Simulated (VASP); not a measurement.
# Si in VASP: notebook

Si is run at these levels: PBE; tasks: single point.

Program: VASP 6.6.1. These are calculated values, not measurements. Logs are shortened: lines on timing, memory, paths and dates and some standing lists are left out, and cuts for length are marked.

## (1) The cell of the first run

The structure is cubic, space group Fd-3m (No. 227). The conventional cell has a = 5.470 Å, b = 5.470 Å, c = 5.470 Å, α = 90.00°, β = 90.00°, γ = 90.00°. Si (site symmetry -43m) has 4 Si at 2.37 Å within 3.1 Å.

## (2) Single point, PBE

INCAR reads:

```
SYSTEM = Si
  ALGO = Normal
  EDIFF = 1E-6
  ENCUT = 520
  GGA = PE
  ISIF = 2
  ISMEAR = 0
  LASPH = .TRUE.
  LCHARG = .FALSE.
  LREAL = Auto
  LWAVE = .FALSE.
  NBANDS = 86
  NELM = 100
  PREC = Accurate
  SIGMA = 0.02
```

KPOINTS reads:

```
Automatic mesh
0
Gamma
  2 2 2
  0.5 0.5 0.5
```

POSCAR reads:

```
Si
1.0
    5.4700936576     -5.4700936576      5.4700936576
   -5.4700936576      5.4700936576      5.4700936576
   -5.4700936576     -5.4700936576     -5.4700936576
Si
32
Direct
    0.2500000000      0.0000000000      0.5000000000
    0.5000000000      0.0000000000      0.2500000000
    0.7500000000      0.0000000000      0.0000000000
    0.0000000000      0.2500000000      0.5000000000
    0.2500000000      0.2500000000      0.2500000000
    0.0000000000      0.0000000000      0.7500000000
    0.7500000000      0.5000000000      0.5000000000
    0.5000000000      0.2500000000      0.0000000000
    0.7500000000      0.2500000000      0.7500000000
    0.0000000000      0.5000000000      0.2500000000
    0.5000000000      0.7500000000      0.5000000000
    0.2500000000      0.5000000000      0.0000000000
    0.7500000000      0.7500000000      0.2500000000
    0.5000000000      0.5000000000      0.7500000000
    0.0000000000      0.7500000000      0.0000000000
    0.2500000000      0.7500000000      0.7500000000
    0.2500000000      0.7500000000      0.0000000000
    0.5000000000      0.7500000000      0.7500000000
    0.7500000000      0.7500000000      0.5000000000
    0.0000000000      0.0000000000      1.0000000000
    0.2500000000      0.0000000000      0.7500000000
    0.0000000000      0.7500000000      0.2500000000
    0.7500000000      0.2500000000      0.0000000000
    0.5000000000      0.0000000000      0.5000000000
    0.7500000000      0.0000000000      0.2500000000
    0.0000000000      0.2500000000      0.7500000000
    0.5000000000      0.5000000000      0.0000000000
    0.2500000000      0.2500000000      0.5000000000
    0.7500000000      0.5000000000      0.7500000000
    0.5000000000      0.2500000000      0.2500000000
    0.0000000000      0.5000000000      0.5000000000
    0.2500000000      0.5000000000      0.2500000000
```

Potentials or basis: VASP PAW PBE potentials, release 64 (Si).

The run is started by

```console
$ cat potpaw_PBE.64/Si/POTCAR > POTCAR
$ mpirun -np 1 vasp_std > vasp.out
```

OUTCAR:

```text
SYSTEM = Si
   EDIFF = 1E-6
   ENCUT = 520
   GGA = PE
   ISIF = 2
   ISMEAR = 0
   LASPH = .TRUE.
   LREAL = Auto
   NELM = 100
   PREC = Accurate

 ion  position               nearest neighbor table
   1  0.250  0.000  0.500-  21 2.37  22 2.37  24 2.37  28 2.37
   2  0.500  0.000  0.250-  17 2.37  24 2.37  25 2.37  30 2.37
   3  0.750  0.000  0.000-  18 2.37  20 2.37  23 2.37  25 2.37
   4  0.000  0.250  0.500-  25 2.37  26 2.37  28 2.37  31 2.37
   5  0.250  0.250  0.250-  20 2.37  28 2.37  30 2.37  32 2.37
   6  0.000  0.000  0.750-  19 2.37  20 2.37  21 2.37  26 2.37
[... 24 lines left out ...]
  31  0.000  0.500  0.500-   4 2.37   7 2.37  10 2.37  16 2.37
  32  0.250  0.500  0.250-   5 2.37  10 2.37  11 2.37  12 2.37

  LATTYP: Found a body centered cubic cell.
 ALAT       =    10.9401873152

  Lattice vectors:

 A1 = (   5.4700936576,  -5.4700936576,   5.4700936576)
 A2 = (  -5.4700936576,   5.4700936576,   5.4700936576)
 A3 = (  -5.4700936576,  -5.4700936576,  -5.4700936576)

Analysis of symmetry for initial positions (statically):
=====================================================================
 Subroutine PRICEL returns following result:

  LATTYP: Found a face centered cubic cell.
 ALAT       =     5.4700936576

  Lattice vectors:

 A1 = (  -2.7350468288,   2.7350468288,   0.0000000000)
 A2 = (  -0.0000000000,   2.7350468288,  -2.7350468288)
 A3 = (  -2.7350468288,   0.0000000000,  -2.7350468288)

  16 primitive cells build up your supercell.

 Routine SETGRP: Setting up the symmetry group for a
 body centered cubic supercell.

 Subroutine GETGRP returns: Found 48 space group operations
 (whereof 24 operations were pure point group operations)
 out of a pool of 48 trial point group operations.

The static configuration has the point symmetry T_d .
 The point group associated with its full space group is O_h .

Analysis of symmetry for dynamics (positions and initial velocities):
=====================================================================
 Subroutine PRICEL returns following result:

  LATTYP: Found a face centered cubic cell.
 ALAT       =     5.4700936576

  Lattice vectors:

 A1 = (  -2.7350468288,   2.7350468288,   0.0000000000)
 A2 = (  -0.0000000000,   2.7350468288,  -2.7350468288)
 A3 = (  -2.7350468288,   0.0000000000,  -2.7350468288)

  16 primitive cells build up your supercell.

[... 95 lines left out ...]
   PSTRESS=    0.0 pullay stress
   NELECT =     128.0000    total number of electrons
   NUPDOWN=      -1.0000    fix difference up-down
   EMIN   =  10.00;   EMAX   =-10.00  energy-range for DOS
   EFERMI =   0.00;   METHOD = LEGACY
   ISMEAR =     0;   SIGMA  =   0.02  broadening in eV -4-tet -1-fermi 0-gaus
   EFERMI_NEDOS =   21; number of points for ismear=-14 and -15
   IALGO  =     38    algorithm
   IMIX   =      4    mixing-type and parameters
     AMIX     =   0.40;   BMIX     =  1.00
     AMIX_MAG =   1.60;   BMIX_MAG =  1.00
  volume/ion in A,a.u.               =      20.46       138.07
  Fermi-wavevector in a.u.,A,eV,Ry     =   0.950160  1.795542 12.283394  0.902804
  Thomas-Fermi vector in A             =   2.078511
   LORBIT       =      0    0 simple, 1 ext, 2 COOP (PROOUT), +10 PAW based schemes
   GGA     = PE    functional components
   LHFCALC =     F    Hartree Fock is set to
   AEXX    =    0.0000 exact exchange contribution
   IVDW    =     0    specifies the selected vdW correction
   LEPSILON=     F    determine dielectric tensor
   LRPA    =     F    only Hartree local field effects (RPA)
 non-spin polarized calculation
 Gauss-broadening in eV      SIGMA  =   0.02
  energy-cutoff  :      520.00
  volume of cell :      654.70
 maximum number of plane-waves:     17628
 NGX is ok and might be reduce to    70
   NGX = 35   NGY = 35   NGZ = 35

 number of electron     128.0000009 magnetization

 Free energy of the ion-electron system (eV)
  ---------------------------------------------------
  ext. energy  EPLUGINS =         0.00000000
  ---------------------------------------------------
  free energy    TOTEN  =      -173.53999876 eV

  energy without entropy =     -173.53999876  energy(sigma->0) =     -173.53999876

 E-fermi :   4.9972     XC(G=0):  -9.3224

 val. band max:        4.8662946505   @ k =   0.2500   0.2500   0.2500
 cond. band min:       6.2622860384   @ k =  -0.2500   0.2500   0.2500
 fundamental gap:      1.3959913879
 Fermi energy:         4.9971655096

 k-point     1 :       0.2500    0.2500    0.2500
  band No.  band energies     occupation
      1      -5.4148      2.00000
      2      -5.4148      2.00000
      3      -5.4148      2.00000
      4      -5.4148      2.00000
      5      -3.5371      2.00000
      6      -3.5371      2.00000
[... 68 lines left out ...]
     75       7.1532      0.00000
     76       7.1532      0.00000

 k-point     2 :      -0.2500    0.2500    0.2500
  band No.  band energies     occupation
      1      -5.9313      2.00000
      2      -4.8952      2.00000
      3      -4.8952      2.00000
      4      -4.8952      2.00000
      5      -4.8952      2.00000
      6      -4.0724      2.00000
[... 68 lines left out ...]
     75       7.9215      0.00000
     76       8.0537      0.00000
 [bands above 76 left out]

------------------------ aborting loop because EDIFF is reached ----------------------------------------

  FORCE on cell =-STRESS in cart. coord.  units (eV):
  Direction    XX          YY          ZZ          XY          YZ          ZX
  --------------------------------------------------------------------------------------
  -------------------------------------------------------------------------------------
  Total       -0.2237008     -0.2237008     -0.2237008      0.0000000      0.0000000     -0.0000000
  in kB       -0.5474366     -0.5474366     -0.5474366      0.0000000      0.0000000     -0.0000000
  external PRESSURE =      -0.5474366 kB  Pullay stress =       0.0000000 kB

 VOLUME and BASIS-vectors are now :
 -----------------------------------------------------------------------------
  energy-cutoff  :      520.00
  volume of cell :      654.70
      direct lattice vectors                 reciprocal lattice vectors
     5.470093658 -5.470093658  5.470093658     0.000000000 -0.091406113  0.091406113
    -5.470093658  5.470093658  5.470093658    -0.091406113  0.000000000  0.091406113
    -5.470093658 -5.470093658 -5.470093658    -0.091406113 -0.091406113  0.000000000

 POSITION                                       TOTAL-FORCE (eV/Angst)
 -----------------------------------------------------------------------------------
     -1.36752     -4.10257     -1.36752        -0.000000      0.000000      0.000000
      1.36752     -4.10257      1.36752         0.000000      0.000000      0.000000
      4.10257     -4.10257      4.10257         0.000000     -0.000000      0.000000
     -4.10257     -1.36752     -1.36752         0.000000     -0.000000      0.000000
     -1.36752     -1.36752      1.36752         0.000000     -0.000000     -0.000000
     -4.10257     -4.10257     -4.10257         0.000000     -0.000000      0.000000
[... 24 lines left out ...]
     -5.47009      0.00000      0.00000        -0.000000     -0.000000      0.000000
     -2.73505      0.00000      2.73505        -0.000000     -0.000000     -0.000000
 -----------------------------------------------------------------------------------
    total drift:                               -0.000000      0.000000      0.000000

  FREE ENERGIE OF THE ION-ELECTRON SYSTEM (eV)
  ---------------------------------------------------
  free  energy   TOTEN  =      -173.5399987640 eV

  energy  without entropy=     -173.5399987640  energy(sigma->0) =     -173.53999876
```

stdout:

```text
POSCAR found type information on POSCAR Si
 POSCAR found :  1 types and      32 ions
 scaLAPACK will be used
 LDA part: xc-table for (Slater+PW92), standard interpolation
 POSCAR, INCAR and KPOINTS ok, starting setup
 FFT: planning ... GRIDC
 FFT: planning ... GRID_SOFT
 FFT: planning ... GRID
 WAVECAR not read
 entering main loop
```

It took 2.4 min on 1 thread of Intel Xeon Platinum 8488C (Sapphire Rapids), shared host; peak memory 0.65 GiB.

What came out:

* Free energy: -173.5400 eV
* Pressure: -0.1 GPa
* Band gap on the k mesh: 1.40 eV

Levels at points of the mesh, in eV from the valence-band top:
| k point | band 61 | band 62 | band 63 | band 64 | band 65 | band 66 | band 67 | band 68 |
| --- | --- | --- | --- | --- | --- | --- | --- | --- |
| (0.25, 0.25, 0.25) | 0.00 | 0.00 | 0.00 | 0.00 | 2.29 | 2.29 | 2.29 | 2.29 |

Caveat: a shifted mesh leaves out Γ, where band edges can lie. A k mesh can miss the band edges.

## (3) Single point, PBE

INCAR reads:

```
PREC = Accurate
ENCUT = 520
EDIFF = 1E-6
ISMEAR = 0
SIGMA = 0.02
LREAL = Auto
LASPH = True
NELM = 60
ALGO = Normal
ISIF = 2
LWAVE = False
LCHARG = False
GGA = PE
NBANDS = 86
```

KPOINTS is that of step 2.

POSCAR reads:

```
Si
1.0
    5.4700936576     -5.4700936576      5.4700936576
   -5.4700936576      5.4700936576      5.4700936576
   -5.4700936576     -5.4700936576     -5.4700936576
Si
32
Direct
    0.2503961098      0.0004739921      0.5000599128
    0.5003896606      0.0006550092      0.2501759888
    0.7504572642      0.0005520488      0.0001380949
    0.0004047577      0.2504535348      0.4999028219
    0.2504281311      0.2504463277      0.2500957748
    0.0004284191      0.0006530462      0.7501549533
    0.7503544290      0.5004952712      0.5001245618
    0.5003886710      0.2504148875     -0.0001364463
    0.7504609719      0.2506592564      0.7501498259
    0.0004560358      0.5006259649      0.2502556520
    0.5003551297      0.7504178569      0.4998525938
    0.2503771322      0.5005163101      0.0000187874
    0.7505019070      0.7505209584      0.2502308522
    0.5004462064      0.5006403811      0.7502104564
    0.0003130826      0.7503811229     -0.0001572134
    0.2505648889      0.7505234558      0.7501595605
    0.2505105499      0.7506158245      0.0001628039
    0.5005407549      0.7505905406      0.7499924101
    0.7504636729      0.7506187518      0.5002456744
    0.0004217269      0.0005164016      1.0001098463
    0.2502952997      0.0003727471      0.7499495527
    0.0004212747      0.7505222736      0.2499494014
    0.7505429877      0.2506140907      0.0001691006
    0.5005002017      0.0006043077      0.5002030394
    0.7502825401      0.0003957534      0.2500619418
    0.0003696895      0.2505742886      0.7499302045
    0.5004805197      0.5005620548      0.0002126476
    0.2505288221      0.2505678735      0.5001825949
    0.7502929693      0.5004172078      0.7499301568
    0.5004071156      0.2505659393      0.2499476758
    0.0004371936      0.5005664032      0.5002098304
    0.2502744967      0.5003623323      0.2499616260
```

Potentials or basis: VASP PAW PBE potentials, release 64 (Si).

The run is started by

```console
$ cat potpaw_PBE.64/Si/POTCAR > POTCAR
$ mpirun -np 1 vasp_std > vasp.out
```

OUTCAR:

```text
PREC = Accurate
   ENCUT = 520
   EDIFF = 1E-6
   ISMEAR = 0
   LREAL = Auto
   LASPH = True
   NELM = 60
   ISIF = 2
   GGA = PE

 ion  position               nearest neighbor table
   1  0.250  0.000  0.500-  21 2.37  28 2.37  22 2.37  24 2.37
   2  0.500  0.001  0.250-  17 2.37  30 2.37  24 2.37  25 2.37
   3  0.750  0.001  0.000-  20 2.37  18 2.37  23 2.37  25 2.37
   4  0.000  0.250  0.500-  28 2.37  26 2.37  31 2.37  25 2.37
   5  0.250  0.250  0.250-  20 2.37  30 2.37  32 2.37  28 2.37
   6  0.000  0.001  0.750-  19 2.37  20 2.37  26 2.37  21 2.37
[... 24 lines left out ...]
  31  0.000  0.501  0.500-  10 2.37   4 2.37  16 2.37   7 2.37
[... 555 lines left out ...]
  Total       -0.1919842     -0.1962633     -0.1900074      0.0066196      0.0049329     -0.0017808
  in kB       -0.4698204     -0.4802920     -0.4649828      0.0161995      0.0120716     -0.0043580
  external PRESSURE =      -0.4716984 kB  Pullay stress =       0.0000000 kB

 VOLUME and BASIS-vectors are now :
 -----------------------------------------------------------------------------
  energy-cutoff  :      520.00
  volume of cell :      654.70
      direct lattice vectors                 reciprocal lattice vectors
     5.470093658 -5.470093658  5.470093658     0.000000000 -0.091406113  0.091406113
    -5.470093658  5.470093658  5.470093658    -0.091406113  0.000000000  0.091406113
    -5.470093658 -5.470093658 -5.470093658    -0.091406113 -0.091406113  0.000000000

 POSITION                                       TOTAL-FORCE (eV/Angst)
 -----------------------------------------------------------------------------------
     -1.36828     -4.10247     -1.36309         0.002594      0.001749      0.003382
      1.36511     -4.10208      1.37228         0.004314     -0.003062      0.000673
      4.10130     -4.10281      4.10734         0.001250      0.002021     -0.001092
     -4.10231     -1.36673     -1.36230        -0.003931     -0.000316     -0.003519
     -1.36815     -1.36795      1.37178        -0.003116     -0.000023      0.003334
     -4.10465     -4.10219     -4.09750         0.002190     -0.001084      0.000742
[... 24 lines left out ...]
     -5.47195     -0.00044      0.00434        -0.001081     -0.000339      0.002201
     -2.73532      0.00069      2.73874        -0.000715     -0.000271      0.001376
 -----------------------------------------------------------------------------------
    total drift:                               -0.005578     -0.009860     -0.002907

  FREE ENERGIE OF THE ION-ELECTRON SYSTEM (eV)
  ---------------------------------------------------
  free  energy   TOTEN  =      -173.5398426819 eV

  energy  without entropy=     -173.5398426819  energy(sigma->0) =     -173.53984268
```

Wall time 4.3 min (1 thread of Intel Xeon Platinum 8488C (Sapphire Rapids), shared host); peak memory 0.69 GiB.

What came out:

* Free energy: -173.5398 eV
* Pressure: 0.0 GPa
* Largest force: 0.014 eV/Å
* Band gap on the k mesh: 1.40 eV

Forces in eV/Å, atoms in the order of the input:
```
Si   0.003  0.002  0.003
Si   0.004 -0.003  0.001
Si   0.001  0.002 -0.001
Si  -0.004  0.000 -0.004
Si  -0.003  0.000  0.003
Si   0.002 -0.001  0.001
Si   0.007  0.007  0.010
Si  -0.006 -0.001 -0.003
Si   0.008 -0.008 -0.004
Si   0.005  0.005  0.002
Si  -0.009  0.000 -0.004
Si   0.001 -0.003 -0.001
Si   0.001  0.002  0.001
Si   0.005  0.000  0.001
Si  -0.005 -0.004  0.002
Si  -0.001  0.004  0.000
Si   0.001  0.001 -0.004
Si  -0.002  0.001 -0.003
Si   0.009 -0.002  0.000
Si   0.000  0.000  0.002
Si  -0.004 -0.002 -0.002
Si  -0.002 -0.002 -0.002
Si   0.000  0.000 -0.002
Si   0.001  0.003  0.000
Si   0.001  0.002  0.003
Si  -0.001 -0.004  0.000
Si   0.000  0.003  0.002
Si   0.001  0.002 -0.001
Si  -0.011 -0.001 -0.004
Si   0.000 -0.002  0.000
Si  -0.001  0.000  0.002
Si  -0.001  0.000  0.001
```

Caveat: a shifted mesh leaves out Γ, where band edges can lie. A k mesh can miss the band edges.
